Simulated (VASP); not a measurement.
Wanted: the native input for a VASP 6.6.1 run.

* Task: single point
* Functional: r2SCAN
* Potentials or basis: VASP PAW PBE potentials, release 64 (Cs_sv)
* Cutoff: 520 eV
* k mesh: 4 × 5 × 5
* Occupations: fermi-dirac, width 0.15 eV
* Spin: no spin polarisation
* Dipole correction: no
* Further INCAR settings: ALGO = Normal; EDIFF = 1e-07; NBANDS = 10

Cs:

```xyz
1
Lattice="3.2485 -4.5449 0.0110 2.9519 4.3385 -0.0881 -2.7005 0.0376 4.4050" Properties=species:S:1:pos:R:3 pbc="T T T"
Cs   -1.3503    0.0188    2.2025
```

The input as run:

POSCAR

```
Cs
1.0
    3.2485077028     -4.5448598857      0.0110016026
    2.9519436302      4.3384750116     -0.0880527543
   -2.7005240651      0.0376170950      4.4049738093
Cs
1
Direct
    0.0000000000      0.0000000000      0.5000000000
```

INCAR.step1

```
  PREC = Accurate
  ENCUT = 520
  ISMEAR = -1
  SIGMA = 0.15
  LREAL = F
  LASPH = T
  NELM = 80
  NBANDS = 10
  GGA = PE
  ALGO = Normal
  EDIFF = 1E-4
  LWAVE = T
  LCHARG = F
```

INCAR.step2

```
  PREC = Accurate
  ENCUT = 520
  EDIFF = 1E-7
  ISMEAR = -1
  SIGMA = 0.15
  LREAL = F
  LASPH = T
  NELM = 80
  ALGO = Normal
  ISIF = 2
  LWAVE = F
  LCHARG = F
  METAGGA = R2SCAN
  LMIXTAU = T
  NBANDS = 10
  ISTART = 1
```

KPOINTS

```
regular mesh
0
Gamma
  4 5 5
```

Potentials or basis: VASP PAW PBE potentials, release 64 (Cs_sv).

The run is started by

```bash
$ cat potpaw_PBE.64/Cs_sv/POTCAR > POTCAR
$ cp INCAR.step1 INCAR
$ mpirun -np 1 vasp_std > vasp.out
$ cp INCAR.step2 INCAR
$ mpirun -np 1 vasp_std > vasp.out
```

Results of the run:

```json
{"Pressure": "0.0 GPa", "Band gap on the k mesh": "zero (an odd number of electrons rules out a gap without spin polarisation)"}
```

Caveat: the PAW data sets were made with another functional, which shifts forces and pressure a little; spin-orbit coupling is left out, which moves the levels of the heavy elements.

Run time: 2.8 min on 1 thread of Intel(R) Xeon(R) Platinum 8559C (Emerald Rapids), with other jobs on the host, peak memory 0.29 GiB.
